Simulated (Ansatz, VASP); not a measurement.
## Two plane-wave programs on Cu

INCAR

```
PREC     = Accurate       # precision mode
ENCUT    = 600            # plane-wave cutoff, eV
EDIFF    = 1E-6           # SCF threshold, eV
ISMEAR   = -1             # smearing method
SIGMA    = 0.15           # smearing width, eV
LREAL    = F              # projectors in reciprocal space
LASPH    = T              # aspherical terms in the spheres
NELM     = 60             # most SCF steps
ALGO     = Normal         # electronic algorithm
ISIF     = 3              # what is computed and relaxed
LWAVE    = F              # write WAVECAR
LCHARG   = F              # write CHGCAR
GGA      = PS             # functional
IBRION   = 2              # ionic algorithm
NSW      = 80             # ionic steps
EDIFFG   = -0.001         # ionic threshold
```

The input KPOINTS:

```
regular mesh
0
Gamma
  16 16 16
```

Contents of POSCAR:

```
Cu
1.0
    0.0000000000      1.7820435896      1.7820435896
    1.7820435896      0.0000000000      1.7820435896
    1.7820435896      1.7820435896      0.0000000000
Cu
1
Direct
    0.0000000000      0.0000000000      0.0000000000
```

Input for Ansatz:

```yaml
crystal:
  lattice:
    - [0.0, 1.7820435896, 1.7820435896]
    - [1.7820435896, 0.0, 1.7820435896]
    - [1.7820435896, 1.7820435896, 0.0]
  atoms:
    - { symbol: Cu, position: [0.0, 0.0, 0.0] }
basis:
  ecutwfc: 420
kpoints:
  mp_grid: { grid: [16, 16, 16] }
hamiltonian:
  xc: pbesol
  pseudopotentials: { kind: paw, azcp: { folder: soft_1 } }
scf:
  occupations: { method: fermi_dirac, width: 0.15 }
output:
  forces: true
  stress: true
  eigenvalues: true
relax:
  adjacent_minimum: "off"
  f_tol: 0.001
  max_steps: 60
  cell: { stress_tol: 0.01 }
```

Alike in both runs: task relaxation of cell and atoms; functional PBEsol; k mesh 16 × 16 × 16; occupations fermi-dirac, width 0.15 eV; no spin polarisation.

|  | VASP | Ansatz |
| --- | --- | --- |
| version | VASP 6.6.1 | Ansatz 0.2.0 |
| potentials or method | VASP PAW PBE potentials, release 64 (Cu), cutoff 600 eV | scalar-relativistic, plane waves, PAW |
| valence electrons in the cell | 11 | 19 |

Ansatz gave:

```
gap on the k mesh at the Fermi level, each at its own relaxed structure (eV) : none
relaxed volume (Å³/atom)                                                     : 11.32
relaxed cell length with the largest relative difference (Å)                 : 2.520
```

Task: Which values does VASP return?

Result: gap on the k mesh at the Fermi level, each at its own relaxed structure (eV): none; relaxed volume (Å³/atom): 11.37; relaxed cell length with the largest relative difference (Å): 2.524.

VASP's potentials were made for PBE, not for PBEsol, and Ansatz warns of the same on its side. A gap of «none» marks a metal or a gap that the smearing closes. VASP's potentials hold 11 valence electrons a cell and Ansatz's 19, so a difference there can come from the potentials and not from the codes.
